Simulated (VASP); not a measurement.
**Ta3AsAu2O13: single point with PBE**

Ta3AsAu2O13:

```xyz
19
Lattice="5.6512 0.2110 0.2744 2.3251 5.5476 0.1500 2.1883 1.7401 7.4583" Properties=species:S:1:pos:R:3 pbc="T T T"
Ta    3.5980    1.3448    4.3600
Ta    8.4136    5.2679    6.0235
Ta    1.5281    1.8896    1.3716
As    2.3295    5.0937    0.3687
Au    3.7813    4.4569    2.8750
Au    6.2873    3.4485    4.7386
O     2.6820    3.6624    1.3698
O     5.3138    1.2240    1.2576
O     5.3529    6.8638    6.3406
O     8.6143    6.5336    7.5220
O     7.0500    5.2240    4.2699
O     3.3511    3.3377    4.4897
O     4.1912    5.4931    1.2419
O     5.4477    1.6440    5.0905
O     3.8751    3.9951    6.9750
O     3.0327    1.5861    2.5863
O     4.3564    5.5516    4.4758
O     6.8939    4.2404    6.4888
O     5.9760    2.9427    2.8407
```

```yaml
Program: VASP 6.6.1
Task: single point
Functional: PBE
Potentials_or_basis: VASP PAW PBE potentials, release 64 (Ta_pv, As, Au, O)
Cutoff: 520 eV
k_mesh: 4 × 4 × 3
Occupations: fermi-dirac, width 0.05 eV
Spin: no spin polarisation
Dipole_correction: no
Further_INCAR_settings: LREAL = Auto; ALGO = Normal; EDIFF = 1e-06; NBANDS = 84
```

```json
{"Pressure": "11.2 GPa", "Largest force": "0.406 eV/Å", "Band gap on the k mesh": "1.50 eV, indirect (least direct gap 1.59 eV)"}
```

Forces on the atoms (eV/Å):
```
Ta   0.011  0.003  0.023
Ta   0.077  0.061 -0.102
Ta   0.046  0.020  0.025
As   0.118 -0.117  0.063
Au   0.019 -0.032  0.022
Au  -0.034 -0.042  0.003
O    0.024 -0.162  0.092
O   -0.112  0.347  0.180
O    0.117  0.003 -0.199
O   -0.231 -0.040 -0.045
O    0.045 -0.002 -0.030
O   -0.019  0.023  0.031
O    0.031 -0.054 -0.053
O    0.042  0.009  0.010
O    0.050 -0.011 -0.082
O    0.016  0.007 -0.087
O    0.005  0.006  0.007
O   -0.113 -0.071  0.083
O   -0.095  0.053  0.059
```

Stress tensor (GPa, compression positive):
```
10.87  0.09  0.02
 0.09 11.17  0.08
 0.02  0.08 11.44
```

Levels at points of the mesh, in eV from the valence-band top:
| k point | band 66 | band 67 | band 68 | band 69 | band 70 | band 71 | band 72 | band 73 |
| --- | --- | --- | --- | --- | --- | --- | --- | --- |
| (0.00, 0.00, 0.00) | -0.57 | -0.47 | -0.38 | -0.11 | 1.68 | 1.79 | 3.36 | 3.76 |
| (0.50, 0.00, 0.00) | -0.46 | -0.34 | -0.18 | -0.03 | 1.74 | 1.79 | 3.48 | 3.70 |
| (0.00, 0.50, 0.00) | -0.51 | -0.49 | -0.35 | -0.12 | 1.90 | 2.13 | 3.40 | 3.58 |
| (0.50, 0.50, 0.00) | -0.49 | -0.36 | -0.30 | 0.00 | 1.87 | 2.10 | 3.20 | 3.68 |

Wall time 19 min on 1 thread of Intel Xeon 6975P-C, with other jobs on the host, peak memory 0.54 GiB.

Caveat: spin-orbit coupling is left out, which moves the levels of the heavy elements. Expect the measured gap to be larger: semilocal functionals such as PBE lack the derivative discontinuity.
